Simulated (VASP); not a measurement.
Here is a VASP 6.6.1 calculation.

Contents of INCAR:

```
SYSTEM = Ir
PREC = Accurate ; ENCUT = 520
EDIFF = 1E-6 ; ISMEAR = 0
SIGMA = 0.1 ; LREAL = .False.
LASPH = .True. ; NELM = 80
ALGO = Normal ; ISIF = 2
LWAVE = .False. ; LCHARG = .True.
GGA = PE ; LELF = .True.
LVHAR = .True. ; NBANDS = 10
```

Contents of KPOINTS:

```
Automatic mesh
0
Gamma
  15 15 15
  0 0 0
```

Contents of POSCAR:

```
Ir
1.0
    2.7369673410      0.0000000000      0.0000000000
   -1.3684836705      2.3702832466      0.0000000000
    1.3684836705      0.7900944155      2.2347244760
Ir
1
Direct
    0.0000000000      0.0000000000      0.0000000000
```

Potentials or basis: VASP PAW PBE potentials, release 64 (Ir).

Launch:

```sh
$ cat potpaw_PBE.64/Ir/POTCAR > POTCAR
$ mpirun -np 1 vasp_std > vasp.out
```

Estimate the pressure.

0.4 GPa.
